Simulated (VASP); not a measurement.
# Si (a cell with a defect) in VASP: a series of runs

Si (a cell with a defect) is run at these levels: LDA; tasks: single point, relaxation of the atoms.

Everything below comes from runs of VASP 6.6.1. Logs are shortened: lines on timing, memory, paths and dates and some standing lists are left out, and cuts for length are marked.

**1. The cell of the first run**

The cell holds a defect, 17 atoms: a = 7.679 Å, b = 7.679 Å, c = 7.679 Å, α = 60.00°, β = 60.00°, γ = 60.00°.

**2. Single point, LDA**

Input file INCAR:

```
PREC = Accurate
ENCUT = 520
EDIFF = 1E-7
ISMEAR = 0
SIGMA = 0.05
LREAL = Auto
LASPH = T
NELM = 60
ALGO = Normal
ISIF = 2
LWAVE = F
LCHARG = F
NBANDS = 48
```

Input file KPOINTS:

```
regular mesh
0
Gamma
  2 2 2
```

Input file POSCAR:

```
Si
1.0
    0.0000000000      5.4300000000      5.4300000000
    5.4300000000      0.0000000000      5.4300000000
    5.4300000000      5.4300000000      0.0000000000
Si
17
Direct
    0.0002324125      0.0005084715      0.0002368324
    0.1234237569      0.1234861878      0.1234248619
   -0.0031314917     -0.0030721915      0.5034379374
    0.1230538674      0.1232037753      0.6310028545
   -0.0031078269      0.5035365562     -0.0031069061
    0.1230335175      0.6313031308      0.1230357274
   -0.0032390424      0.5033882136      0.5032031308
    0.1260943831      0.6247682320      0.6247065378
    0.5034364641     -0.0030727440     -0.0031309392
    0.6309985267      0.1232042357      0.1230565378
    0.5031939227     -0.0031082873      0.5031965009
    0.6247026703      0.1261041436      0.6247035912
    0.5032004604      0.5033879374     -0.0032371087
    0.6247055249      0.6247681400      0.1260946593
    0.4999856354      0.4999998158      0.4999858195
    0.6245711786      0.6246971455      0.6245732044
    1.2502223757      0.2505264273      0.2502271639
```

Potentials or basis: VASP PAW LDA potentials, release 64 (Si).

Run with:

```bash
$ cat potpaw_LDA.64/Si/POTCAR > POTCAR
$ mpirun -np 1 vasp_std > vasp.out
```

OUTCAR:

```text
PREC = Accurate
   ENCUT = 520
   EDIFF = 1E-7
   ISMEAR = 0
   LREAL = Auto
   LASPH = T
   NELM = 60
   ISIF = 2

 ion  position               nearest neighbor table
   1  0.000  0.001  0.000-   6 2.31  10 2.32   4 2.32   2 2.32
   2  0.123  0.123  0.123-   1 2.32   9 2.38   3 2.38   5 2.38  17 2.39
   3  0.997  0.997  0.503-   8 2.33  12 2.33   2 2.38   4 2.38  17 2.75
   4  0.123  0.123  0.631-   1 2.32   3 2.38  11 2.38   7 2.38  17 2.39
   5  0.997  0.504  0.997-   8 2.33  14 2.33   2 2.38   6 2.38  17 2.75
   6  0.123  0.631  0.123-   1 2.31   5 2.38  13 2.38   7 2.38  17 2.39
   7  0.997  0.503  0.503-  16 2.33   8 2.33   6 2.38   4 2.38  17 2.75
   8  0.126  0.625  0.625-   3 2.33   5 2.33   7 2.33  15 2.34
   9  0.503  0.997  0.997-  14 2.33  12 2.33   2 2.38  10 2.38  17 2.75
  10  0.631  0.123  0.123-   1 2.32   9 2.38  11 2.38  13 2.38  17 2.39
  11  0.503  0.997  0.503-  16 2.33  12 2.33  10 2.38   4 2.38  17 2.75
  12  0.625  0.126  0.625-   9 2.33   3 2.33  11 2.33  15 2.34
  13  0.503  0.503  0.997-  16 2.33  14 2.33   6 2.38  10 2.38  17 2.75
  14  0.625  0.625  0.126-   9 2.33   5 2.33  13 2.33  15 2.34
  15  0.500  0.500  0.500-  16 2.34  14 2.34   8 2.34  12 2.34
  16  0.625  0.625  0.625-  13 2.33   7 2.33  11 2.33  15 2.34
  17  0.250  0.251  0.250-   2 2.39   4 2.39  10 2.39   6 2.39   7 2.75  13 2.75  11 2.75   5 2.75
                             3 2.75   9 2.75

  LATTYP: Found a face centered cubic cell.
 ALAT       =    10.8600000000

  Lattice vectors:

 A1 = (   0.0000000000,   5.4300000000,   5.4300000000)
 A2 = (   5.4300000000,   0.0000000000,   5.4300000000)
 A3 = (   5.4300000000,   5.4300000000,   0.0000000000)

Analysis of symmetry for initial positions (statically):
=====================================================================
 Subroutine PRICEL returns:
 Original cell was already a primitive cell.

 Routine SETGRP: Setting up the symmetry group for a
 face centered cubic supercell.

 Subroutine GETGRP returns: Found  2 space group operations
 (whereof  2 operations were pure point group operations)
 out of a pool of 48 trial point group operations.

The static configuration has the point symmetry C_1h.

Analysis of symmetry for dynamics (positions and initial velocities):
=====================================================================
 Subroutine PRICEL returns:
 Original cell was already a primitive cell.

 Routine SETGRP: Setting up the symmetry group for a
 face centered cubic supercell.

 Subroutine GETGRP returns: Found  2 space group operations
 (whereof  2 operations were pure point group operations)
 out of a pool of 48 trial point group operations.

The dynamic configuration has the point symmetry C_1h.

 Subroutine INISYM returns: Found  2 space group operations
 (whereof  2 operations are pure point group operations),
 and found     1 'primitive' translations

----------------------------------------------------------------------------------------

                                     Primitive cell

  volume of cell :     320.2060

  direct lattice vectors                    reciprocal lattice vectors
     0.000000000  5.430000000  5.430000000    -0.092081031  0.092081031  0.092081031
     5.430000000  0.000000000  5.430000000     0.092081031 -0.092081031  0.092081031
     5.430000000  5.430000000  0.000000000     0.092081031  0.092081031 -0.092081031

  length of vectors
     7.679179644  7.679179644  7.679179644     0.159489025  0.159489025  0.159489025

  position of ions in fractional coordinates (direct lattice)
     0.000232412  0.000508471  0.000236832
     0.123423757  0.123486188  0.123424862
     0.996868508  0.996927808  0.503437937
     0.123053867  0.123203775  0.631002854
     0.996892173  0.503536556  0.996893094
     0.123033517  0.631303131  0.123035727
[... 9 lines left out ...]
     0.624571179  0.624697146  0.624573204
     0.250222376  0.250526427  0.250227164

  ion indices of the primitive-cell ions
   primitive index   ion index
                 1           1
                 2           2
                 3           3
                 4           4
                 5           5
                 6           6
[... 9 lines left out ...]
                16          16
                17          17

----------------------------------------------------------------------------------------

 KPOINTS: regular mesh

Automatic generation of k-mesh.
 Grid dimensions read from file:
 generate k-points for:    2    2    2

 Generating k-lattice:

  Cartesian coordinates                     Fractional coordinates (reciprocal lattice)
    -0.046040516  0.046040516  0.046040516     0.500000000  0.000000000  0.000000000
     0.046040516 -0.046040516  0.046040516     0.000000000  0.500000000  0.000000000
     0.046040516  0.046040516 -0.046040516     0.000000000  0.000000000  0.500000000

  Length of vectors
     0.079744512  0.079744512  0.079744512

[... 37 lines left out ...]
   NSW    =      0    number of steps for IOM
   IBRION =     -1    ionic relax: 0-MD 1-quasi-New 2-CG
   NFREE  =      0    steps in history (QN), initial steepest desc. (CG)
   ISIF   =      2    stress and relaxation
   ISYM   =      2    0-nonsym 1-usesym 2-fastsym
   POTIM  = 0.5000    time-step for ionic-motion
   TEBEG  =    0.0;   TEEND  =   0.0 temperature during run
   PSTRESS=    0.0 pullay stress
   NELECT =      68.0000    total number of electrons
   NUPDOWN=      -1.0000    fix difference up-down
   EMIN   =  10.00;   EMAX   =-10.00  energy-range for DOS
   EFERMI =   0.00;   METHOD = LEGACY
   ISMEAR =     0;   SIGMA  =   0.05  broadening in eV -4-tet -1-fermi 0-gaus
   EFERMI_NEDOS =   21; number of points for ismear=-14 and -15
   IALGO  =     38    algorithm
   IMIX   =      4    mixing-type and parameters
     AMIX     =   0.40;   BMIX     =  1.00
     AMIX_MAG =   1.60;   BMIX_MAG =  1.00
  volume/ion in A,a.u.               =      18.84       127.11
  Fermi-wavevector in a.u.,A,eV,Ry     =   0.976715  1.845724 12.979587  0.953973
  Thomas-Fermi vector in A             =   2.107356
   LORBIT       =      0    0 simple, 1 ext, 2 COOP (PROOUT), +10 PAW based schemes
   GGA     = CA    functional components
   LHFCALC =     F    Hartree Fock is set to
   AEXX    =    0.0000 exact exchange contribution
   IVDW    =     0    specifies the selected vdW correction
   LEPSILON=     F    determine dielectric tensor
   LRPA    =     F    only Hartree local field effects (RPA)
 non-spin polarized calculation
 Gauss-broadening in eV      SIGMA  =   0.05
  energy-cutoff  :      520.00
  volume of cell :      320.21
 maximum number of plane-waves:      8646
 NGX is ok and might be reduce to    60
   NGX = 29   NGY = 29   NGZ = 29

 number of electron      68.0000001 magnetization

 Free energy of the ion-electron system (eV)
  ---------------------------------------------------
  ext. energy  EPLUGINS =         0.00000000
  ---------------------------------------------------
  free energy    TOTEN  =       -97.55802370 eV

  energy without entropy =      -97.54720853  energy(sigma->0) =      -97.55261611

 E-fermi :   6.7888     XC(G=0):  -9.8491

 val. band max:        6.5721696633   @ k =   0.0000   0.0000   0.0000
 cond. band min:       6.8065865191   @ k =   0.5000   0.5000   0.0000
 fundamental gap:      0.2344168558
 Fermi energy:         6.7888230789

 k-point     1 :       0.0000    0.0000    0.0000
  band No.  band energies     occupation
      1      -6.3622      2.00000
      2      -3.8177      2.00000
      3      -3.6718      2.00000
      4      -3.6713      2.00000
      5      -3.6704      2.00000
      6      -2.8401      2.00000
[... 38 lines left out ...]
     45       8.0071      0.00000
     46       8.9671      0.00000

 k-point     2 :       0.5000    0.0000    0.0000
  band No.  band energies     occupation
      1      -5.9618      2.00000
      2      -4.9993      2.00000
      3      -3.6108      2.00000
      4      -3.4728      2.00000
      5      -3.4704      2.00000
      6      -2.9926      2.00000
[... 188 lines left out ...]
 k-point     6 :       0.5000    0.0000    0.5000
  band No.  band energies     occupation
      1      -5.8297      2.00000
      2      -4.7639      2.00000
      3      -4.0399      2.00000
      4      -3.9238      2.00000
      5      -3.9235      2.00000
      6      -3.6627      2.00000
[... 38 lines left out ...]
     45      10.0173      0.00000
     46      10.0190      0.00000
 [bands above 46 left out]

------------------------ aborting loop because EDIFF is reached ----------------------------------------

  FORCE on cell =-STRESS in cart. coord.  units (eV):
  Direction    XX          YY          ZZ          XY          YZ          ZX
  --------------------------------------------------------------------------------------
  -------------------------------------------------------------------------------------
  Total        3.4797323      3.4798632      3.4797323      0.0022823      0.0022823      0.0015422
  in kB       17.4111292     17.4117840     17.4111292      0.0114198      0.0114197      0.0077167
  external PRESSURE =      17.4113475 kB  Pullay stress =       0.0000000 kB

 VOLUME and BASIS-vectors are now :
 -----------------------------------------------------------------------------
  energy-cutoff  :      520.00
  volume of cell :      320.21
      direct lattice vectors                 reciprocal lattice vectors
     0.000000000  5.430000000  5.430000000    -0.092081031  0.092081031  0.092081031
     5.430000000  0.000000000  5.430000000     0.092081031 -0.092081031  0.092081031
     5.430000000  5.430000000  0.000000000     0.092081031  0.092081031 -0.092081031

 POSITION                                       TOTAL-FORCE (eV/Angst)
 -----------------------------------------------------------------------------------
      0.00405      0.00255      0.00402         0.002666      0.001373      0.002666
      1.34073      1.34039      1.34072        -0.015220     -0.016291     -0.015220
      8.14699      8.14666     10.82631        -0.000150     -0.000808      0.020284
      4.09534      4.09453      1.33718         0.005608      0.003894     -0.001917
      8.14733     10.82625      8.14733        -0.001076      0.017798     -0.001076
      4.09606      1.33616      4.09605         0.003276     -0.000267      0.003276
[... 9 lines left out ...]
      6.78354      6.78285      6.78353        -0.016144     -0.016169     -0.016144
      2.71909      2.71744      2.71907         0.001277      0.001994      0.001277
 -----------------------------------------------------------------------------------
    total drift:                               -0.007368      0.001845      0.002414

  FREE ENERGIE OF THE ION-ELECTRON SYSTEM (eV)
  ---------------------------------------------------
  free  energy   TOTEN  =       -97.5580236972 eV

  energy  without entropy=      -97.5472085271  energy(sigma->0) =      -97.55261611
```

It took 5.5 min on 1 thread of Intel Xeon 8259CL, shared host; peak memory 0.36 GiB.

What came out:

* Free energy: -97.5580 eV
* Pressure: 1.7 GPa
* Largest force: 0.032 eV/Å
* Band gap on the k mesh: zero (bands 34 and 35 overlap by 0.24 eV)

Forces in eV/Å, atoms in the order of the input:
```
Si   0.003  0.001  0.003
Si  -0.015 -0.016 -0.015
Si   0.000 -0.001  0.020
Si   0.006  0.004 -0.002
Si  -0.001  0.018 -0.001
Si   0.003  0.000  0.003
Si  -0.015  0.002  0.000
Si  -0.020  0.018  0.016
Si   0.020 -0.001  0.000
Si  -0.002  0.004  0.006
Si   0.002 -0.013  0.002
Si   0.017 -0.021  0.017
Si   0.000  0.002 -0.015
Si   0.016  0.018 -0.020
Si   0.001  0.000  0.001
Si  -0.016 -0.016 -0.016
Si   0.001  0.002  0.001
```

Caveat: the k points lie up to 0.50 Å⁻¹ apart.

**3. Relaxation of the atoms, LDA**

Input file INCAR:

```
SYSTEM = Si
PREC = Accurate ; ENCUT = 520
EDIFF = 1E-6 ; ISMEAR = 0
SIGMA = 0.05 ; LREAL = Auto
LASPH = .True. ; NELM = 100
ALGO = Normal ; ISIF = 2
LWAVE = .False. ; LCHARG = .False.
GGA = CA ; IBRION = 2
NSW = 80 ; EDIFFG = -0.03
```

Input file KPOINTS:

```
Automatic mesh
0
Gamma
  2 2 2
  0 0 0
```

Input file POSCAR:

```
Si
1.0
    0.0000000000      5.4300000000      5.4300000000
    5.4300000000      0.0000000000      5.4300000000
    5.4300000000      5.4300000000      0.0000000000
Si
17
Direct
    0.0000000000      0.0000000000      0.0000000000
    0.1250000000      0.1250000000      0.1250000000
    0.0000000000      0.0000000000      0.5000000000
    0.1250000000      0.1250000000      0.6250000000
    0.0000000000      0.5000000000      0.0000000000
    0.1250000000      0.6250000000      0.1250000000
    0.0000000000      0.5000000000      0.5000000000
    0.1250000000      0.6250000000      0.6250000000
    0.5000000000      0.0000000000      0.0000000000
    0.6250000000      0.1250000000      0.1250000000
    0.5000000000      0.0000000000      0.5000000000
    0.6250000000      0.1250000000      0.6250000000
    0.5000000000      0.5000000000      0.0000000000
    0.6250000000      0.6250000000      0.1250000000
    0.5000000000      0.5000000000      0.5000000000
    0.6250000000      0.6250000000      0.6250000000
    1.2513764000      0.2536290000      0.2514103800
```

Potentials or basis: VASP PAW LDA potentials, release 64 (Si).

Run with:

```bash
$ cat potpaw_LDA.64/Si/POTCAR > POTCAR
$ mpirun -np 1 vasp_std > vasp.out
```

Run time: 8.8 min. Hardware: 1 thread of Intel Xeon Platinum 8259CL at 2.50GHz (Skylake/Cascade Lake), shared host; peak memory 0.39 GiB.

It converged, with:

```yaml
Free_energy: -97.5580 eV
Energy_gained_by_relaxing: 6.4 meV/atom
Ionic_steps: 6
Pressure_after_relaxing: 1.7 GPa
Largest_force_after_relaxing: 0.025 eV/Å
Band_gap_on_the_k_mesh: zero (bands 34 and 35 overlap by 0.24 eV)
```

Forces in eV/Å, atoms in the order of the input:
```
Si  -0.005 -0.002 -0.004
Si  -0.002 -0.004 -0.002
Si   0.006  0.007  0.002
Si   0.007  0.004  0.005
Si   0.009  0.002  0.009
Si   0.004  0.005  0.004
Si  -0.004 -0.003  0.000
Si  -0.003 -0.002 -0.003
Si   0.002  0.007  0.006
Si   0.005  0.004  0.007
Si  -0.002 -0.003 -0.002
Si  -0.002 -0.004 -0.002
Si   0.000 -0.003 -0.004
Si  -0.003 -0.002 -0.003
Si  -0.001  0.000 -0.001
Si   0.003  0.004  0.003
Si  -0.016 -0.010 -0.016
```

The path:
```
step  energy change (eV)  largest force (eV/Å)  pressure (GPa)
   1              0.0000                0.8884            2.20
   2             -0.1048                0.1331            1.77
   3             -0.1066                0.1214            1.72
   4             -0.1090                0.0578            1.73
   5             -0.1092                0.0776            1.73
   6             -0.1096                0.0246            1.74
```

Final structure:
```
Si
1.0
     0.00000    5.43000    5.43000
     5.43000    0.00000    5.43000
     5.43000    5.43000    0.00000
Si
17
Cartesian
  0.0066 0.0036 0.0066
  1.3417 1.3417 1.3417
  8.1455 8.1454 10.8273
  4.0945 4.0947 1.3346
  8.1456 10.8270 8.1456
  4.0965 1.3328 4.0965
  5.4642 8.1450 8.1453
  6.7832 4.0778 4.0781
  10.8273 8.1454 8.1455
  1.3346 4.0947 4.0945
  8.1452 5.4639 8.1452
  4.0778 6.7832 4.0778
  8.1453 8.1450 5.4642
  4.0781 4.0778 6.7832
  5.4297 5.4298 5.4297
  6.7819 6.7816 6.7819
  2.7247 2.7206 2.7246
```

Levels at points of the mesh, in eV from the Fermi level:
| k point | band 31 | band 32 | band 33 | band 34 | band 35 | band 36 | band 37 | band 38 |
| --- | --- | --- | --- | --- | --- | --- | --- | --- |
| (0.00, 0.00, 0.00) | -0.76 | -0.76 | -0.76 | -0.23 | -0.22 | -0.22 | 0.06 | 0.06 |
| (0.50, 0.00, 0.00) | -1.51 | -1.36 | -1.36 | -0.34 | 0.53 | 0.55 | 0.88 | 0.88 |
| (0.00, 0.50, 0.00) | -1.51 | -1.36 | -1.36 | -0.34 | 0.53 | 0.55 | 0.88 | 0.88 |
| (0.00, 0.00, 0.50) | -1.51 | -1.36 | -1.36 | -0.34 | 0.53 | 0.55 | 0.88 | 0.88 |
| (0.50, 0.50, 0.50) | -1.51 | -1.36 | -1.36 | -0.34 | 0.53 | 0.54 | 0.88 | 0.88 |
| (0.50, 0.50, 0.00) | -1.95 | -1.81 | -0.97 | 0.02 | 0.72 | 1.03 | 1.04 | 1.14 |
| (0.00, 0.50, 0.50) | -1.95 | -1.81 | -0.97 | 0.02 | 0.72 | 1.03 | 1.04 | 1.14 |
| (0.50, 0.00, 0.50) | -1.95 | -1.81 | -0.97 | 0.02 | 0.72 | 1.03 | 1.04 | 1.14 |

Caveat: the k points lie up to 0.50 Å⁻¹ apart.

**4. Relaxation of the atoms, LDA**

Input file INCAR:

```
PREC = Accurate ; ENCUT = 520
EDIFF = 1E-6 ; ISMEAR = 0
SIGMA = 0.05 ; LREAL = Auto
LASPH = T ; NELM = 100
ALGO = Normal ; ISIF = 2
LWAVE = F ; LCHARG = F
IBRION = 2 ; NSW = 80
EDIFFG = -0.03
```

Input file KPOINTS:

```
Automatic mesh
0
Gamma
  2 2 2
```

POSCAR, as its differences from that of step 3:

```diff
@@ -24,2 +24,2 @@
     0.6250000000      0.6250000000      0.6250000000
-    1.2513764000      0.2536290000      0.2514103800
+    0.8808847000      0.3710181000      0.3626406000
```

Run with:

```bash
$ cat potpaw_LDA.64/Si/POTCAR > POTCAR
$ mpirun -np 1 vasp_std > vasp.out
```

It took 20 min on 1 thread of Oxide Virtual Turin-like, shared host; peak memory 0.34 GiB.

It converged, with:

```
Free energy                  : -97.5576 eV
Energy gained by relaxing    : 8.5 meV/atom
Ionic steps                  : 8
Pressure after relaxing      : 1.7 GPa
Largest force after relaxing : 0.025 eV/Å
Band gap on the k mesh       : zero (bands 34 and 35 overlap by 0.24 eV)
```

Forces in eV/Å, atoms in the order of the input:
```
Si  -0.001  0.003  0.004
Si   0.006 -0.001  0.002
Si  -0.011 -0.004  0.001
Si  -0.005 -0.011 -0.006
Si  -0.004  0.003 -0.007
Si  -0.006 -0.007 -0.007
Si   0.010  0.015  0.018
Si   0.011  0.004 -0.001
Si  -0.002 -0.004 -0.003
Si  -0.004 -0.002  0.001
Si   0.004  0.003 -0.002
Si  -0.002  0.004  0.011
Si   0.002 -0.001  0.002
Si  -0.004  0.007  0.006
Si   0.004 -0.015 -0.012
Si  -0.014 -0.002 -0.002
Si   0.018  0.007 -0.003
```

The path:
```tsv
step	energy change (eV)	largest force (eV/Å)	pressure (GPa)
1	0.0000	1.3088	2.24
2	-0.1341	0.2520	1.77
3	-0.1348	0.2847	1.74
4	-0.1419	0.1134	1.73
5	-0.1421	0.1178	1.73
6	-0.1436	0.0680	1.74
7	-0.1439	0.0324	1.75
8	-0.1442	0.0254	1.75
```

Final structure:
```xyz
17
Lattice="0.0000 5.4300 5.4300 5.4300 0.0000 5.4300 5.4300 5.4300 0.0000" Properties=species:S:1:pos:R:3 pbc="T T T"
Si    0.0049    5.4236    5.4241
Si    1.3221    1.3561    1.3589
Si    8.1203    2.7391    5.4059
Si    4.0703    4.1061    1.3557
Si    8.1140    5.3990    2.7461
Si    4.0690    1.3543    4.1068
Si    5.4413    2.7270    2.7277
Si    6.7664    4.0642    4.0748
Si    0.0054    2.7210    2.7216
Si    1.3586    4.0729    4.0724
Si    2.7094    5.4252    2.7195
Si    4.0708    6.7887    4.0385
Si    2.7088    2.7196    5.4251
Si    4.0696    4.0379    6.7901
Si    5.4453    5.4133    5.4139
Si    6.8200    6.7868    6.7870
Si    4.0476    6.7777    6.7899
```

Levels at points of the mesh, in eV from the Fermi level:
```tsv
k point	band 32	band 33	band 34	band 35	band 36	band 37
(0.00, 0.00, 0.00)	-0.76	-0.76	-0.24	-0.22	-0.21	0.06
(0.50, 0.00, 0.00)	-1.36	-1.36	-0.34	0.52	0.55	0.88
(0.00, 0.50, 0.00)	-1.36	-1.36	-0.34	0.53	0.55	0.88
(0.00, 0.00, 0.50)	-1.36	-1.36	-0.34	0.53	0.55	0.88
(0.50, 0.50, 0.50)	-1.36	-1.36	-0.34	0.52	0.55	0.88
(0.50, 0.50, 0.00)	-1.81	-0.97	0.02	0.72	1.03	1.03
(0.00, 0.50, 0.50)	-1.81	-0.97	0.02	0.72	1.03	1.04
(0.50, 0.00, 0.50)	-1.81	-0.97	0.02	0.72	1.03	1.04
```

Caveat: the k points lie up to 0.50 Å⁻¹ apart.

**5. Summary**

```csv
task,cell,gap on the mesh (eV),pressure (GPa),largest force (eV/Å)
single point,"as given, atomic positions A",none,1.7,0.03
relaxation of the atoms,"atoms relaxed, atomic positions B",none,1.7,0.02
relaxation of the atoms,"atoms relaxed, atomic positions C",none,1.7,0.03
```

Alike in all rows: level LDA; potentials or basis VASP PAW LDA potentials, release 64 (Si); no spin polarisation; k mesh 2 × 2 × 2; cutoff (eV) 520; smearing gaussian 0.05 eV.

Caveats: all runs use coarse meshes.

Total energies depend on the potentials used, so only differences within one code and one set of settings carry meaning.
